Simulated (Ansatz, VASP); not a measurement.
## Two plane-wave programs on TiSi4Ni3

```
Ti Si Ni
1.0
    -3.74641    0.00001    0.00000
    -0.00032    0.00302   -4.71418
    -0.00008   -5.81034    0.00409
Ti Si Ni
1 4 3
Cartesian
  -1.8731 0.0015 -2.2280
  -0.0001 -1.7036 -1.7058
  -3.7465 -4.1059 -1.7008
  -1.8738 -4.4126 -4.4917
  -1.8737 -1.3934 -4.4963
  -0.0002 -2.8979 -4.3625
  -1.8734 -2.9036 -2.6701
  -0.0004 0.0012 -4.7036
```

Change from the starting cell: cell x1, atoms moved at random (sigma 0.15 Å) and cell strained at random (1.5 %), then relaxed without symmetry.

Alike in both runs: functional PBE; k mesh 6 × 6 × 4; occupations gaussian, width 0.2 eV; no spin polarisation.

Ansatz relaxed the structure, and its values are those at the end. VASP's run is a single point on that final structure, the one shown.

```csv
,VASP,Ansatz
version,VASP 6.6.1,Ansatz 0.2.0
potentials or method,"VASP PAW PBE potentials, release 64 (Ti_sv, Si, Ni), cutoff 520 eV","scalar-relativistic, plane waves, PAW"
valence electrons in the cell,58,82
```

VASP gave:

| Quantity | Value |
| --- | --- |
| gap on the k mesh at the Fermi level (eV) | none |
| pressure (GPa) | -0.1 |
| rms of the force components (eV/Å) | 0.007 |

Question: What did Ansatz give for the same quantities?

Answer: gap on the k mesh at the Fermi level (eV): none; pressure (GPa): -0.1; rms of the force components (eV/Å): 0.003.

A gap of «none» marks a metal or a gap that the smearing closes. VASP's potentials hold 58 valence electrons a cell and Ansatz's 82, so a difference there can come from the potentials and not from the codes.
